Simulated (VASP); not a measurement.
Wanted: the native input for a VASP 6.6.1 run.

- Task: relaxation of the atoms
- Functional: PBE
- Potentials or basis: VASP PAW PBE potentials, release 64 (Zr_sv, N)
- Cutoff: 520 eV
- k mesh: 6 × 6 × 6, shifted
- Occupations: gaussian, width 0.1 eV
- Spin: no spin polarisation
- Dipole correction: no
- Further INCAR settings: ALGO = Normal; EDIFF = 1e-06; IBRION = 2; EDIFFG = -0.025; NSW = 65

The structure of Zr4N5 (a cell with a defect) lies in POSCAR:

```
Zr4N5
1.0
    0.0000000000     -4.5945978683      0.0000000000
    0.0000000000      0.0000000000     -4.5945978683
    4.5945978683      0.0000000000      0.0000000000
Zr N
4 5
Direct
    0.0000000000      0.0000000000      0.5000000000
    0.5000000000      0.0000000000      0.0000000000
    0.0000000000      0.5000000000      0.0000000000
    0.5000000000      0.5000000000      0.5000000000
    1.0000000000      1.0000000000      0.0000000000
    0.5000000000      1.0000000000      0.5000000000
    1.0000000000      0.5000000000      0.5000000000
    0.5000000000      0.5000000000      0.0000000000
    0.7500000000      0.7500000000      0.2500000000
```

These files were run (other wordings do the same):

INCAR

```
SYSTEM = Zr4N5
PREC     = Accurate       ! precision mode
ENCUT    = 520            ! plane-wave cutoff, eV
EDIFF    = 1E-6           ! SCF threshold, eV
ISMEAR   = 0              ! smearing method
SIGMA    = 0.1            ! smearing width, eV
LREAL    = .False.        ! projectors in reciprocal space
LASPH    = .True.         ! aspherical terms in the spheres
NELM     = 60             ! most SCF steps
ALGO     = Normal         ! electronic algorithm
ISIF     = 2              ! what is computed and relaxed
LWAVE    = .False.        ! write WAVECAR
LCHARG   = .False.        ! write CHGCAR
GGA      = PE             ! functional
IBRION   = 2              ! ionic algorithm
NSW      = 65             ! ionic steps
EDIFFG   = -0.025         ! ionic threshold
LUSENCCL = .False.
```

KPOINTS

```
Automatic mesh
0
Gamma
  6 6 6
  0.5 0.5 0.5
```

Potentials or basis: VASP PAW PBE potentials, release 64 (Zr_sv, N).

Command:

```bash
$ cat potpaw_PBE.64/Zr_sv/POTCAR potpaw_PBE.64/N/POTCAR > POTCAR
$ mpirun -np 1 vasp_std > vasp.out
```

It gave:

```yaml
Energy_gained_by_relaxing: 279.6 meV/atom
Ionic_steps: 7
Pressure_after_relaxing: 32.2 GPa
Largest_force_after_relaxing: 0.004 eV/Å
```

Run time: 3.4 min on 1 × NVIDIA H100 80GB with 1 thread of AMD EPYC 7R13 Processor (Zen 3), on a shared host, peak memory 1.2 GiB.
